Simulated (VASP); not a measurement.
# Ti2B (P6mm) in VASP: notebook

Ti2B is run at these levels: PBE; tasks: single point, relaxation of cell and atoms.

Program: VASP 6.6.1. These are calculated values, not measurements. Logs are shortened: lines on timing, memory, paths and dates and some standing lists are left out, and cuts for length are marked.

### 1 The cell of the first run

Symmetry: P6mm, No. 183, hexagonal system. The conventional cell has a = 4.247 Å, b = 4.247 Å, c = 4.971 Å, α = 90.00°, β = 90.00°, γ = 120.00°. Within 2.8 Å of Ti (site symmetry 2mm) lie 6 Ti at 2.12 to 2.36 Å and 2 B at 2.24 Å. Ti (site symmetry 6mm) has 6 Ti at 2.36 Å and 6 B at 2.59 Å within 3.1 Å. Within 3.0 Å of B (site symmetry 3m) lie 6 Ti at 2.24 to 2.59 Å and 3 B at 2.45 Å.

The cell was built from a structure type or drawn by symmetry, and may not be a known phase.

### 2 Single point, PBE

INCAR reads:

```
SYSTEM = Ti2B
PREC = Accurate
ENCUT = 520
EDIFF = 1E-7
ISMEAR = 0
SIGMA = 0.1
LREAL = .False.
LASPH = .True.
NELM = 100
ALGO = Normal
ISIF = 2
LWAVE = .False.
LCHARG = .False.
GGA = PE
NBANDS = 36
```

KPOINTS reads:

```
regular mesh
0
Gamma
  6 6 4
  0 0 0
```

POSCAR reads:

```
Ti2B
1.0
    4.2472868500      0.0000000000      0.0000000000
   -2.1236434300      3.6782583100      0.0000000000
    0.0000000000      0.0000000000      4.9711999800
Ti B
4 2
Direct
    0.5000000000      0.0000000000      0.3430605300
    0.0000000000      0.5000000000      0.3430605300
    0.5000000000      0.5000000000      0.3430605300
    0.0000000000      0.0000000000      0.5508516400
    0.3333333300      0.6666666700      0.7198618700
    0.6666666700      0.3333333300      0.7198618700
```

Potentials or basis: VASP PAW PBE potentials, release 64 (Ti_sv, B).

Run with:

```console
$ cat potpaw_PBE.64/Ti_sv/POTCAR potpaw_PBE.64/B/POTCAR > POTCAR
$ mpirun -np 1 vasp_std > vasp.out
```

OUTCAR:

```text
SYSTEM = Ti2B
   PREC = Accurate
   ENCUT = 520
   EDIFF = 1E-7
   ISMEAR = 0
   LREAL = .False.
   LASPH = .True.
   NELM = 100
   ISIF = 2
   GGA = PE

 ion  position               nearest neighbor table
   1  0.500  0.000  0.343-   2 2.12   2 2.12   3 2.12   3 2.12   5 2.24   6 2.24   4 2.36   4 2.36

   2  0.000  0.500  0.343-   1 2.12   1 2.12   3 2.12   3 2.12   5 2.24   6 2.24   4 2.36   4 2.36

   3  0.500  0.500  0.343-   2 2.12   2 2.12   1 2.12   1 2.12   5 2.24   6 2.24   4 2.36   4 2.36

   4  0.000  0.000  0.551-   3 2.36   3 2.36   1 2.36   1 2.36   2 2.36   2 2.36
   5  0.333  0.667  0.720-   2 2.24   1 2.24   3 2.24
   6  0.667  0.333  0.720-   2 2.24   1 2.24   3 2.24

  LATTYP: Found a hexagonal cell.
 ALAT       =     4.2472868500
 C/A-ratio  =     1.1704413089

  Lattice vectors:

 A1 = (   4.2472868500,   0.0000000000,   0.0000000000)
 A2 = (  -2.1236434300,   3.6782583100,   0.0000000000)
 A3 = (   0.0000000000,   0.0000000000,   4.9711999800)

Analysis of symmetry for initial positions (statically):
=====================================================================
 Subroutine PRICEL returns:
 Original cell was already a primitive cell.

 Routine SETGRP: Setting up the symmetry group for a
 hexagonal supercell.

 Subroutine GETGRP returns: Found 12 space group operations
 (whereof 12 operations were pure point group operations)
 out of a pool of 24 trial point group operations.

The static configuration has the point symmetry C_6v.

Analysis of symmetry for dynamics (positions and initial velocities):
=====================================================================
 Subroutine PRICEL returns:
 Original cell was already a primitive cell.

 Routine SETGRP: Setting up the symmetry group for a
 hexagonal supercell.

 Subroutine GETGRP returns: Found 12 space group operations
 (whereof 12 operations were pure point group operations)
 out of a pool of 24 trial point group operations.

The dynamic configuration has the point symmetry C_6v.

 Subroutine INISYM returns: Found 12 space group operations
 (whereof 12 operations are pure point group operations),
 and found     1 'primitive' translations

----------------------------------------------------------------------------------------

                                     Primitive cell

  volume of cell :      77.6632
[... 93 lines left out ...]
   EDIFF  = 0.1E-06   stopping-criterion for ELM
   LREAL  =      F    real-space projection
   EDIFFG = 0.1E-05   stopping-criterion for IOM
   NSW    =      0    number of steps for IOM
   IBRION =     -1    ionic relax: 0-MD 1-quasi-New 2-CG
   NFREE  =      0    steps in history (QN), initial steepest desc. (CG)
   ISIF   =      2    stress and relaxation
   ISYM   =      2    0-nonsym 1-usesym 2-fastsym
   POTIM  = 0.5000    time-step for ionic-motion
   TEBEG  =    0.0;   TEEND  =   0.0 temperature during run
   PSTRESS=    0.0 pullay stress
   NELECT =      54.0000    total number of electrons
   NUPDOWN=      -1.0000    fix difference up-down
   EMIN   =  10.00;   EMAX   =-10.00  energy-range for DOS
   EFERMI =   0.00;   METHOD = LEGACY
   ISMEAR =     0;   SIGMA  =   0.10  broadening in eV -4-tet -1-fermi 0-gaus
   EFERMI_NEDOS =   21; number of points for ismear=-14 and -15
   IALGO  =     38    algorithm
   IMIX   =      4    mixing-type and parameters
     AMIX     =   0.40;   BMIX     =  1.00
     AMIX_MAG =   1.60;   BMIX_MAG =  1.00
  volume/ion in A,a.u.               =      12.94        87.35
  Fermi-wavevector in a.u.,A,eV,Ry     =   1.450333  2.740732 28.619390  2.103466
  Thomas-Fermi vector in A             =   2.567957
   LORBIT       =      0    0 simple, 1 ext, 2 COOP (PROOUT), +10 PAW based schemes
   GGA     = PE    functional components
   LHFCALC =     F    Hartree Fock is set to
   AEXX    =    0.0000 exact exchange contribution
   IVDW    =     0    specifies the selected vdW correction
   LEPSILON=     F    determine dielectric tensor
   LRPA    =     F    only Hartree local field effects (RPA)
 non-spin polarized calculation
 Gauss-broadening in eV      SIGMA  =   0.10
  energy-cutoff  :      520.00
  volume of cell :       77.66
 maximum number of plane-waves:      2118
 NGX is ok and might be reduce to    32
   NGX = 15   NGY = 15   NGZ = 19

 number of electron      54.0000019 magnetization

 Free energy of the ion-electron system (eV)
  ---------------------------------------------------
  ext. energy  EPLUGINS =         0.00000000
  ---------------------------------------------------
  free energy    TOTEN  =       -32.77495395 eV

  energy without entropy =      -32.75252539  energy(sigma->0) =      -32.76373967

 E-fermi :   8.2678     XC(G=0): -11.4732

 val. band max:        8.2521178690   @ k =   0.3333   0.1667   0.5000
 cond. band min:       8.3119159209   @ k =   0.3333   0.0000   0.5000
 fundamental gap:      0.0597980519
 Fermi energy:         8.2678327831

 k-point     1 :       0.0000    0.0000    0.0000
  band No.  band energies     occupation
      1     -48.5804      2.00000
      2     -47.8569      2.00000
      3     -46.8783      2.00000
      4     -46.8783      2.00000
      5     -27.3707      2.00000
      6     -25.8545      2.00000
[... 808 lines left out ...]
     35      11.4224      0.00000
     36      12.0656      0.00000

------------------------ aborting loop because EDIFF is reached ----------------------------------------

  FORCE on cell =-STRESS in cart. coord.  units (eV):
  Direction    XX          YY          ZZ          XY          YZ          ZX
  --------------------------------------------------------------------------------------
  -------------------------------------------------------------------------------------
  Total       33.3431018     33.3431018     -0.0619514     -0.0000000     -0.0000000      0.0000000
  in kB      687.8623332    687.8623335     -1.2780471     -0.0000009     -0.0000000      0.0000000
  external PRESSURE =     458.1488732 kB  Pullay stress =       0.0000000 kB

 VOLUME and BASIS-vectors are now :
 -----------------------------------------------------------------------------
  energy-cutoff  :      520.00
  volume of cell :       77.66
      direct lattice vectors                 reciprocal lattice vectors
     4.247286850  0.000000000  0.000000000     0.235444423  0.135933901  0.000000000
    -2.123643430  3.678258310  0.000000000     0.000000000  0.271867801  0.000000000
     0.000000000  0.000000000  4.971199980     0.000000000  0.000000000  0.201158675

 POSITION                                       TOTAL-FORCE (eV/Angst)
 -----------------------------------------------------------------------------------
      2.12364      0.00000      1.70542        -0.000000      0.000000     -3.390059
     -1.06182      1.83913      1.70542        -0.000000     -0.000000     -3.390059
      1.06182      1.83913      1.70542        -0.000000      0.000000     -3.390059
      0.00000      0.00000      2.73839         0.000000     -0.000000      8.103553
     -0.00000      2.45217      3.57858        -0.000000      0.000000      1.033312
      2.12364      1.22609      3.57858         0.000000      0.000000      1.033312
 -----------------------------------------------------------------------------------
    total drift:                                0.000000      0.000000      0.000001

  FREE ENERGIE OF THE ION-ELECTRON SYSTEM (eV)
  ---------------------------------------------------
  free  energy   TOTEN  =       -32.7749539487 eV

  energy  without entropy=      -32.7525253919  energy(sigma->0) =      -32.76373967
```

OSZICAR:

```text
N       E                     dE             d eps       ncg     rms          rms(c)
DAV:   1     0.761834730925E+03    0.76183E+03   -0.28048E+04  1536   0.189E+03
DAV:   2     0.597466454652E+02   -0.70209E+03   -0.68458E+03  1512   0.566E+02
DAV:   3    -0.250699631530E+02   -0.84817E+02   -0.82577E+02  2304   0.181E+02
DAV:   4    -0.365359572352E+02   -0.11466E+02   -0.11065E+02  2488   0.568E+01
DAV:   5    -0.372252108685E+02   -0.68925E+00   -0.68630E+00  2176   0.128E+01    0.346E+01
DAV:   6    -0.349020016525E+02    0.23232E+01   -0.34414E+01  2260   0.556E+01    0.222E+01
DAV:   7    -0.344145830040E+02    0.48742E+00   -0.63426E+01  2076   0.548E+01    0.143E+01
DAV:   8    -0.330790003776E+02    0.13356E+01   -0.54452E+00  2192   0.177E+01    0.663E+00
DAV:   9    -0.327948624760E+02    0.28414E+00   -0.12487E+00  2356   0.930E+00    0.351E+00
DAV:  10    -0.327836395721E+02    0.11223E-01   -0.86473E-01  2364   0.998E+00    0.178E+00
DAV:  11    -0.327800596623E+02    0.35799E-02   -0.49793E-01  2140   0.725E+00    0.916E-01
DAV:  12    -0.327750251025E+02    0.50346E-02   -0.49024E-02  2152   0.254E+00    0.381E-01
DAV:  13    -0.327745732229E+02    0.45188E-03   -0.14619E-02  2236   0.113E+00    0.704E-02
DAV:  14    -0.327749428030E+02   -0.36958E-03   -0.38861E-03  2036   0.437E-01    0.876E-02
DAV:  15    -0.327749540081E+02   -0.11205E-04   -0.15081E-04  2168   0.966E-02    0.506E-02
DAV:  16    -0.327749531118E+02    0.89631E-06   -0.41823E-05  2076   0.575E-02    0.102E-02
DAV:  17    -0.327749540255E+02   -0.91373E-06   -0.64345E-06  2268   0.187E-02    0.331E-03
DAV:  18    -0.327749539487E+02    0.76798E-07   -0.94270E-07  2060   0.119E-02
   1 F= -.32774954E+02 E0= -.32763740E+02  d E =-.224286E-01
```

stdout:

```text
POSCAR found type information on POSCAR TiB
 POSCAR found :  2 types and       6 ions
 scaLAPACK will be used
 LDA part: xc-table for (Slater+PW92), standard interpolation
 POSCAR, INCAR and KPOINTS ok, starting setup
 FFT: planning ... GRIDC
 FFT: planning ... GRID_SOFT
 FFT: planning ... GRID
 WAVECAR not read
 entering main loop
```

Wall time 34 s (1 thread of Intel Xeon 6975P-C (Granite Rapids), shared host); peak memory 0.21 GiB.

What came out:

- Free energy: -32.7750 eV
- Pressure: 45.8 GPa
- Largest force: 8.104 eV/Å
- Band gap on the k mesh: zero (bands 27 and 28 overlap by 0.33 eV)

Forces in eV/Å, atoms in the order of the input:
```
Ti   0.000  0.000 -3.390
Ti   0.000  0.000 -3.390
Ti   0.000  0.000 -3.390
Ti   0.000  0.000  8.104
B    0.000  0.000  1.033
B    0.000  0.000  1.033
```

Stress tensor (GPa, compression positive):
```
68.79  0.00  0.00
 0.00 68.79  0.00
 0.00  0.00 -0.13
```

Caveat: the cell stands under pressure; forces of over 1 eV/Å act on the atoms, so gaps and moduli don't describe the material at rest.

### 3 Relaxation of cell and atoms, PBE

INCAR reads:

```
PREC = Accurate
ENCUT = 600
EDIFF = 1E-6
ISMEAR = 0
SIGMA = 0.1
LREAL = False
LASPH = True
NELM = 80
ALGO = Normal
ISIF = 3
LWAVE = False
LCHARG = False
GGA = PE
IBRION = 2
NSW = 90
EDIFFG = -0.04
```

KPOINTS reads:

```
Automatic mesh
0
Gamma
  6 6 4
```

POSCAR is that of step 2.

Potentials or basis: VASP PAW PBE potentials, release 64 (Ti_sv, B).

Run with:

```console
$ cat potpaw_PBE.64/Ti_sv/POTCAR potpaw_PBE.64/B/POTCAR > POTCAR
$ mpirun -np 1 vasp_std > vasp.out
```

OUTCAR:

```text
PREC = Accurate
   ENCUT = 600
   EDIFF = 1E-6
   ISMEAR = 0
   LREAL = False
   LASPH = True
   NELM = 80
   ISIF = 3
   GGA = PE
   IBRION = 2
   NSW = 90
   EDIFFG = -0.04

 ion  position               nearest neighbor table
   1  0.500  0.000  0.343-   2 2.12   2 2.12   3 2.12   3 2.12   5 2.24   6 2.24   4 2.36   4 2.36

   2  0.000  0.500  0.343-   1 2.12   1 2.12   3 2.12   3 2.12   5 2.24   6 2.24   4 2.36   4 2.36

   3  0.500  0.500  0.343-   2 2.12   2 2.12   1 2.12   1 2.12   5 2.24   6 2.24   4 2.36   4 2.36

   4  0.000  0.000  0.551-   3 2.36   3 2.36   1 2.36   1 2.36   2 2.36   2 2.36
   5  0.333  0.667  0.720-   2 2.24   1 2.24   3 2.24
   6  0.667  0.333  0.720-   2 2.24   1 2.24   3 2.24

  LATTYP: Found a hexagonal cell.
 ALAT       =     4.2472868500
 C/A-ratio  =     1.1704413089

  Lattice vectors:

 A1 = (   4.2472868500,   0.0000000000,   0.0000000000)
 A2 = (  -2.1236434300,   3.6782583100,   0.0000000000)
 A3 = (   0.0000000000,   0.0000000000,   4.9711999800)

Analysis of symmetry for initial positions (statically):
=====================================================================
[... 169 lines left out ...]

 number of electron      54.0000011 magnetization

 Free energy of the ion-electron system (eV)
  ---------------------------------------------------
  ext. energy  EPLUGINS =         0.00000000
  ---------------------------------------------------
  free energy    TOTEN  =       -32.77501348 eV

  energy without entropy =      -32.75257194  energy(sigma->0) =      -32.76379271

------------------------ aborting loop because EDIFF is reached ----------------------------------------

  FORCE on cell =-STRESS in cart. coord.  units (eV):
  Direction    XX          YY          ZZ          XY          YZ          ZX
  --------------------------------------------------------------------------------------
  -------------------------------------------------------------------------------------
  Total       33.3186648     33.3186648     -0.0754630     -0.0000000      0.0000000      0.0000000
  in kB      687.3582019    687.3582022     -1.5567893     -0.0000009      0.0000000      0.0000000
  external PRESSURE =     457.7198716 kB  Pullay stress =       0.0000000 kB
[... 1588 lines left out ...]
     31      13.9272      0.00000
     32      13.9272      0.00000

[... ionic steps 4 to 21 ...]

--------------------------------------- Ionic step       22  -------------------------------------------

 number of electron      53.9999976 magnetization

------------------------ aborting loop because EDIFF is reached ----------------------------------------
[... 75 lines left out ...]
--------------------------------------- Ionic step       24  -------------------------------------------

 number of electron      53.9999986 magnetization

 Free energy of the ion-electron system (eV)
  ---------------------------------------------------
  ext. energy  EPLUGINS =         0.00000000
  ---------------------------------------------------
  free energy    TOTEN  =       -45.79683682 eV

  energy without entropy =      -45.77342855  energy(sigma->0) =      -45.78513269

 E-fermi :   7.4836     XC(G=0): -11.5076

 val. band max:        7.4560004672   @ k =   0.3333   0.1667   0.0000
 cond. band min:       7.5162829622   @ k =   0.5000  -0.0000   0.0000
 fundamental gap:      0.0602824950
 Fermi energy:         7.4835540022
[... 766 lines left out ...]
  FREE ENERGIE OF THE ION-ELECTRON SYSTEM (eV)
  ---------------------------------------------------
  free  energy   TOTEN  =       -45.7968368173 eV

  energy  without entropy=      -45.7734285529  energy(sigma->0) =      -45.78513269

 reached required accuracy - stopping structural energy minimisation
```

OSZICAR:

```text
N       E                     dE             d eps       ncg     rms          rms(c)
DAV:   1     0.773550382281E+03    0.77355E+03   -0.30986E+04  1368   0.231E+03
DAV:   2     0.622274692992E+02   -0.71132E+03   -0.70270E+03  1344   0.657E+02
[... 337 lines left out ...]
DAV:   3    -0.457982431701E+02   -0.22485E-04   -0.22128E-02  1888   0.816E-01    0.352E-01
DAV:   4    -0.457969599818E+02    0.12832E-02   -0.17651E-02  1984   0.545E-01    0.134E-01
DAV:   5    -0.457968013400E+02    0.15864E-03   -0.18152E-03  2040   0.205E-01    0.413E-02
DAV:   6    -0.457968227057E+02   -0.21366E-04   -0.18518E-04  2048   0.771E-02    0.308E-02
DAV:   7    -0.457968352240E+02   -0.12518E-04   -0.44459E-05  2000   0.425E-02    0.131E-02
DAV:   8    -0.457968368523E+02   -0.16284E-05   -0.10178E-05  1656   0.194E-02    0.256E-03
DAV:   9    -0.457968368173E+02    0.35008E-07   -0.77583E-07  1056   0.727E-03
  24 F= -.45796837E+02 E0= -.45785133E+02  d E =-.376683E-02
```

CONTCAR:

```text
Ti2B
   1.00000000000000
     5.5526227012091880   -0.0000000019182169   -0.0000000000000000
    -2.7763113588024875    4.8087123192963999    0.0000000000000000
     0.0000000000000000    0.0000000000000000    3.1694090901571323
  Ti              B
     4     2
Direct
     0.5000000000000000    0.0000000000000000    0.2533693672213029
     0.0000000000000000    0.5000000000000000    0.2533693672213029
     0.5000000000000000    0.5000000000000000    0.2533693672213029
     0.0000000000000000    0.0000000000000000    0.7536447296989446
     0.3333333300000021    0.6666666699999979    0.7530020693185785
     0.6666666699999979    0.3333333300000021    0.7530020693185785

  0.00000000E+00  0.00000000E+00  0.00000000E+00
  0.00000000E+00  0.00000000E+00  0.00000000E+00
  0.00000000E+00  0.00000000E+00  0.00000000E+00
  0.00000000E+00  0.00000000E+00  0.00000000E+00
  0.00000000E+00  0.00000000E+00  0.00000000E+00
  0.00000000E+00  0.00000000E+00  0.00000000E+00
```

Wall time 11 min (1 thread of Intel Xeon 6975P-C (Granite Rapids), shared host); peak memory 0.26 GiB.

What came out:

| Item | Value |
| --- | --- |
| Free energy | -45.7968 eV |
| Relaxed volume | 14.10 Å³/atom |
| Relaxed cell | a = 5.553 Å, b = 5.553 Å, c = 3.169 Å, α = 90.00°, β = 90.00°, γ = 120.00° |
| Space group after relaxing (to 0.1 Å) | P6/mmm (No. 191) |
| Pressure after relaxing | 0.0 GPa |
| Largest force after relaxing | 0.017 eV/Å |
| Band gap on the k mesh | zero (bands 27 and 28 overlap by 0.36 eV) |

Forces in eV/Å, atoms in the order of the input:
```
Ti   0.000  0.000 -0.009
Ti   0.000  0.000 -0.009
Ti   0.000  0.000 -0.009
Ti   0.000  0.000 -0.008
B    0.000  0.000  0.017
B    0.000  0.000  0.017
```

Final structure:
```yaml
crystal:
  lattice:
    - [5.55262, 0.00000, 0.00000]
    - [-2.77631, 4.80871, 0.00000]
    - [0.00000, 0.00000, 3.16941]
  atoms:
    - { symbol: Ti, position: [0.50000, 0.00000, 0.25337] }
    - { symbol: Ti, position: [0.00000, 0.50000, 0.25337] }
    - { symbol: Ti, position: [0.50000, 0.50000, 0.25337] }
    - { symbol: Ti, position: [0.00000, 0.00000, 0.75364] }
    - { symbol: B, position: [0.33333, 0.66667, 0.75300] }
    - { symbol: B, position: [0.66667, 0.33333, 0.75300] }
```

Caveat: a cell axis changed by over 15 % at a fixed basis, so the end point is rough.
